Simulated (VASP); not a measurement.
# PbF2 (Fm-3m) in VASP: settings compared

Aim: see how the results for PbF2 move with the level of theory and the settings. Levels: PBE, r2SCAN. Tasks: single point.

Everything below comes from runs of VASP 6.6.1. Logs are shortened: lines on timing, memory, paths and dates and some standing lists are left out, and cuts for length are marked.

### 1 The cell of the first run

The structure is cubic, space group Fm-3m (No. 225). The conventional cell has a = 5.892 Å, b = 5.892 Å, c = 5.892 Å, α = 90.00°, β = 90.00°, γ = 90.00°. Pb (site symmetry m-3m) has 8 F at 2.55 Å within 3.4 Å. F (site symmetry -43m) has 4 Pb at 2.55 Å and 6 F at 2.95 Å within 3.4 Å.

### 2 Single point, PBE

Contents of INCAR:

```
ALGO = Normal ; EDIFF = 1E-6
ENCUT = 520 ; GGA = PE
ISIF = 2 ; ISMEAR = 0
LASPH = True ; LCHARG = False
LREAL = False ; LWAVE = False
NBANDS = 37 ; NELM = 100
PREC = Accurate ; SIGMA = 0.01
```

Contents of KPOINTS:

```
k-points
0
Gamma
  4 6 6
```

Contents of POSCAR:

```
PbF2
1.0
    5.8916182805      0.0000000000      0.0000000000
    0.0000000000      2.9458159531      2.9458164116
    0.0000000000     -2.9458159531      2.9458164116
Pb F
2 4
Direct
    0.5000000000      0.9699092213      0.9699092213
    0.0000000000      0.4699092213      0.4699092213
    0.7500052181      0.9699224599      0.4699213186
    0.2499947819      0.4699213186      0.9699224599
    0.7499947819      0.4699224599      0.9699213186
    0.2500052181      0.9699213186      0.4699224599
```

Potentials or basis: VASP PAW PBE potentials, release 64 (Pb_d, F).

On the command line:

```bash
cat potpaw_PBE.64/Pb_d/POTCAR potpaw_PBE.64/F/POTCAR > POTCAR
mpirun -np 1 vasp_std > vasp.out
```

OUTCAR:

```text
EDIFF = 1E-6
   ENCUT = 520
   GGA = PE
   ISIF = 2
   ISMEAR = 0
   LASPH = True
   LREAL = False
   NELM = 100
   PREC = Accurate

 ion  position               nearest neighbor table
   1  0.500  0.970  0.970-   5 2.55   6 2.55   3 2.55   4 2.55   5 2.55   6 2.55   3 2.55   4 2.55

   2  0.000  0.470  0.470-   3 2.55   4 2.55   5 2.55   6 2.55   3 2.55   4 2.55   6 2.55   5 2.55

   3  0.750  0.970  0.470-   2 2.55   1 2.55   2 2.55   1 2.55
   4  0.250  0.470  0.970-   2 2.55   1 2.55   2 2.55   1 2.55
   5  0.750  0.470  0.970-   1 2.55   2 2.55   1 2.55   2 2.55
   6  0.250  0.970  0.470-   1 2.55   2 2.55   1 2.55   2 2.55

  LATTYP: Found a simple tetragonal cell.
 ALAT       =     4.1660131973
 C/A-ratio  =     1.4142101816

  Lattice vectors:

 A1 = (   0.0000000000,   2.9458159531,   2.9458164116)
 A2 = (   0.0000000000,  -2.9458159531,   2.9458164116)
 A3 = (   5.8916182805,   0.0000000000,   0.0000000000)

Analysis of symmetry for initial positions (statically):
=====================================================================
 Subroutine PRICEL returns:
 Original cell was already a primitive cell.

 Routine SETGRP: Setting up the symmetry group for a
 simple tetragonal supercell.

 Subroutine GETGRP returns: Found  4 space group operations
 (whereof  2 operations were pure point group operations)
 out of a pool of 16 trial point group operations.

The static configuration has the point symmetry C_2 .
 The point group associated with its full space group is C_2v.

Analysis of symmetry for dynamics (positions and initial velocities):
=====================================================================
 Subroutine PRICEL returns:
 Original cell was already a primitive cell.

 Routine SETGRP: Setting up the symmetry group for a
 simple tetragonal supercell.

 Subroutine GETGRP returns: Found  4 space group operations
 (whereof  2 operations were pure point group operations)
 out of a pool of 16 trial point group operations.

The dynamic configuration has the point symmetry C_2 .
 The point group associated with its full space group is C_2v.

 Subroutine INISYM returns: Found  4 space group operations
 (whereof  2 operations are pure point group operations),
 and found     1 'primitive' translations

----------------------------------------------------------------------------------------

                                     Primitive cell

  volume of cell :     102.2530

  direct lattice vectors                    reciprocal lattice vectors
     5.891618281  0.000000000  0.000000000     0.169732653  0.000000000  0.000000000
     0.000000000  2.945815953  2.945816412     0.000000000  0.169732260  0.169732234
     0.000000000 -2.945815953  2.945816412     0.000000000 -0.169732260  0.169732234

  length of vectors
     5.891618281  4.166013197  4.166013197     0.169732653  0.240037646  0.240037646

  position of ions in fractional coordinates (direct lattice)
     0.500000000  0.969909221  0.969909221
     0.000000000  0.469909221  0.469909221
     0.750005218  0.969922460  0.469921319
     0.249994782  0.469921319  0.969922460
     0.749994782  0.469922460  0.969921319
     0.250005218  0.969921319  0.469922460

  ion indices of the primitive-cell ions
   primitive index   ion index
                 1           1
                 2           2
                 3           3
                 4           4
                 5           5
                 6           6

----------------------------------------------------------------------------------------

 KPOINTS: k-points

Automatic generation of k-mesh.
 Grid dimensions read from file:
 generate k-points for:    4    6    6

 Generating k-lattice:

  Cartesian coordinates                     Fractional coordinates (reciprocal lattice)
     0.042433163  0.000000000  0.000000000     0.250000000  0.000000000  0.000000000
     0.000000000  0.028288710  0.028288706     0.000000000  0.166666667 -0.000000000
     0.000000000 -0.028288710  0.028288706     0.000000000 -0.000000000  0.166666667

  Length of vectors
     0.042433163  0.040006274  0.040006274

  Shift w.r.t. Gamma in fractional coordinates (k-lattice)
     0.000000000  0.000000000  0.000000000

 Subroutine IBZKPT returns following result:
 ===========================================

 Found     39 irreducible k-points:

 Following reciprocal coordinates:
            Coordinates               Weight
  0.000000  0.000000  0.000000      1.000000
  0.250000  0.000000  0.000000      2.000000
  0.500000  0.000000  0.000000      1.000000
  0.000000  0.166667 -0.000000      4.000000
  0.250000  0.166667 -0.000000      8.000000
  0.500000  0.166667 -0.000000      4.000000
[... 16 lines left out ...]
  0.500000  0.333333  0.166667      4.000000
  0.500000 -0.166667  0.333333      4.000000
 [... further k-points ...]
   k-points           NKPTS =     39   k-points in BZ     NKDIM =     39   number of bands    NBANDS=     37
   number of dos      NEDOS =    301   number of ions     NIONS =      6
   total plane-waves  NPLWV =  49152
   dimension x,y,z NGX =    48 NGY =   32 NGZ =   32
   dimension x,y,z NGXF=    96 NGYF=   64 NGZF=   64
   ions per type =               2   4
   NGX,Y,Z   is equivalent  to a cutoff of  13.54, 12.77, 12.77 a.u.
   NGXF,Y,Z  is equivalent  to a cutoff of  27.09, 25.54, 25.54 a.u.
 SYSTEM =  unknown system
   PREC   = accura    normal or accurate (medium, high low for compatibility)
   ISTART =      0    job   : 0-new  1-cont  2-samecut
   ICHARG =      2    charge: 1-file 2-atom 10-const
   ISPIN  =      1    spin polarized calculation?
   LNONCOLLINEAR =      F non collinear calculations
   LSORBIT =      F    spin-orbit coupling
   LASPH  =      T    aspherical Exc in radial PAW
   ENCUT  =  520.0 eV  38.22 Ry    6.18 a.u.  10.95  7.75  7.75*2*pi/ulx,y,z
   NELM   =    100;   NELMIN=  2; NELMDL= -5     # of ELM steps
   EDIFF  = 0.1E-05   stopping-criterion for ELM
   LREAL  =      F    real-space projection
   EDIFFG = 0.1E-04   stopping-criterion for IOM
   NSW    =      0    number of steps for IOM
   IBRION =     -1    ionic relax: 0-MD 1-quasi-New 2-CG
   NFREE  =      0    steps in history (QN), initial steepest desc. (CG)
   ISIF   =      2    stress and relaxation
   ISYM   =      2    0-nonsym 1-usesym 2-fastsym
   POTIM  = 0.5000    time-step for ionic-motion
   TEBEG  =    0.0;   TEEND  =   0.0 temperature during run
   PSTRESS=    0.0 pullay stress
   NELECT =      56.0000    total number of electrons
   NUPDOWN=      -1.0000    fix difference up-down
   EMIN   =  10.00;   EMAX   =-10.00  energy-range for DOS
   EFERMI =   0.00;   METHOD = LEGACY
   ISMEAR =     0;   SIGMA  =   0.01  broadening in eV -4-tet -1-fermi 0-gaus
   EFERMI_NEDOS =   21; number of points for ismear=-14 and -15
   IALGO  =     38    algorithm
   IMIX   =      4    mixing-type and parameters
     AMIX     =   0.40;   BMIX     =  1.00
     AMIX_MAG =   1.60;   BMIX_MAG =  1.00
  volume/ion in A,a.u.               =      17.04       115.01
  Fermi-wavevector in a.u.,A,eV,Ry     =   1.339406  2.531110 24.408963  1.794008
  Thomas-Fermi vector in A             =   2.467800
   LORBIT       =      0    0 simple, 1 ext, 2 COOP (PROOUT), +10 PAW based schemes
   GGA     = PE    functional components
   LHFCALC =     F    Hartree Fock is set to
   AEXX    =    0.0000 exact exchange contribution
   IVDW    =     0    specifies the selected vdW correction
   LEPSILON=     F    determine dielectric tensor
   LRPA    =     F    only Hartree local field effects (RPA)
 non-spin polarized calculation
 Gauss-broadening in eV      SIGMA  =   0.01
  energy-cutoff  :      520.00
  volume of cell :      102.25
 maximum number of plane-waves:      2774
 NGX is ok and might be reduce to    48
   NGX = 21   NGY = 15   NGZ = 15

 number of electron      55.9999975 magnetization

 Free energy of the ion-electron system (eV)
  ---------------------------------------------------
  ext. energy  EPLUGINS =         0.00000000
  ---------------------------------------------------
  free energy    TOTEN  =       -28.62682726 eV

  energy without entropy =      -28.62682726  energy(sigma->0) =      -28.62682726

 E-fermi :   2.1702     XC(G=0):  -9.4971

 val. band max:        2.1174393535   @ k =   0.5000   0.5000   0.5000
 cond. band min:       6.5290067621   @ k =   0.0000   0.0000   0.0000
 fundamental gap:      4.4115674086
 Fermi energy:         2.1702024186

 k-point     1 :       0.0000    0.0000    0.0000
  band No.  band energies     occupation
      1     -19.1332      2.00000
      2     -18.8374      2.00000
      3     -18.7255      2.00000
      4     -18.4796      2.00000
      5     -12.3452      2.00000
      6     -12.3452      2.00000
[... 29 lines left out ...]
     36      12.8042      0.00000
     37      16.3892      0.00000

 k-point     2 :       0.2500    0.0000    0.0000
  band No.  band energies     occupation
      1     -19.0908      2.00000
      2     -18.8824      2.00000
      3     -18.6909      2.00000
      4     -18.5175      2.00000
      5     -12.3317      2.00000
      6     -12.3317      2.00000
[... 29 lines left out ...]
     36      13.9097      0.00000
     37      16.2895      0.00000

 k-point     3 :       0.5000    0.0000    0.0000
  band No.  band energies     occupation
      1     -18.9880      2.00000
      2     -18.9880      2.00000
      3     -18.6055      2.00000
      4     -18.6055      2.00000
      5     -12.2988      2.00000
      6     -12.2988      2.00000
[... 29 lines left out ...]
     36      13.3539      0.00000
     37      17.7292      0.00000

 k-point     4 :       0.0000    0.1667   -0.0000
  band No.  band energies     occupation
      1     -19.0953      2.00000
      2     -18.8220      2.00000
      3     -18.7416      2.00000
      4     -18.5138      2.00000
      5     -12.3381      2.00000
      6     -12.3338      2.00000
[... 29 lines left out ...]
     36      13.8616      0.00000
     37      16.6076      0.00000
[... 683 lines left out ...]
      1     -18.9461      2.00000
      2     -18.8064      2.00000
      3     -18.7654      2.00000
      4     -18.6440      2.00000
      5     -12.3103      2.00000
      6     -12.3097      2.00000
[... 29 lines left out ...]
     36      13.8889      0.00000
     37      16.3228      0.00000

 k-point    23 :       0.5000    0.3333    0.1667
  band No.  band energies     occupation
      1     -18.8764      2.00000
      2     -18.8764      2.00000
      3     -18.7059      2.00000
      4     -18.7059      2.00000
      5     -12.3084      2.00000
      6     -12.3084      2.00000
[... 29 lines left out ...]
     36      13.9320      0.00000
     37      15.8956      0.00000

 k-point    24 :       0.5000   -0.1667    0.3333
  band No.  band energies     occupation
      1     -18.8764      2.00000
      2     -18.8764      2.00000
      3     -18.7059      2.00000
      4     -18.7059      2.00000
      5     -12.3084      2.00000
      6     -12.3084      2.00000
[... 29 lines left out ...]
     36      13.9320      0.00000
     37      15.8956      0.00000

 [... further k-points ...]
[... 5 lines left out ...]
  --------------------------------------------------------------------------------------
  -------------------------------------------------------------------------------------
  Total        2.5292644      2.5278232      2.5275079      0.0000000      0.0000000      0.0000000
  in kB       39.6304432     39.6078622     39.6029215      0.0000000      0.0000000      0.0000000
  external PRESSURE =      39.6137423 kB  Pullay stress =       0.0000000 kB

 VOLUME and BASIS-vectors are now :
 -----------------------------------------------------------------------------
  energy-cutoff  :      520.00
  volume of cell :      102.25
      direct lattice vectors                 reciprocal lattice vectors
     5.891618281  0.000000000  0.000000000     0.169732653  0.000000000  0.000000000
     0.000000000  2.945815953  2.945816412     0.000000000  0.169732260  0.169732234
     0.000000000 -2.945815953  2.945816412     0.000000000 -0.169732260  0.169732234

 POSITION                                       TOTAL-FORCE (eV/Angst)
 -----------------------------------------------------------------------------------
      2.94581      0.00000      5.71435         0.000000     -0.000000      0.000213
      0.00000      0.00000      2.76853         0.000000     -0.000000      0.000213
      4.41874      1.47291      4.24152        -0.000035     -0.000007     -0.000106
      1.47287     -1.47291      4.24152         0.000035      0.000007     -0.000106
      4.41868     -1.47290      4.24152         0.000035     -0.000007     -0.000106
      1.47294      1.47290      4.24152        -0.000035      0.000007     -0.000106
 -----------------------------------------------------------------------------------
    total drift:                                0.000000     -0.000002      0.000692

  FREE ENERGIE OF THE ION-ELECTRON SYSTEM (eV)
  ---------------------------------------------------
  free  energy   TOTEN  =       -28.6268272638 eV

  energy  without entropy=      -28.6268272638  energy(sigma->0) =      -28.62682726
```

It took 2 min on 1 thread of Intel Xeon 8259CL, shared host; peak memory 0.28 GiB.

What came out:

```
Free energy            : -28.6268 eV
Pressure               : 4.0 GPa
Band gap on the k mesh : 4.41 eV
```

Caveat: the cell stands under pressure; spin-orbit coupling is left out, which moves the levels of the heavy elements. A k mesh can miss the band edges.

(Part 1 of 2 ends here.)
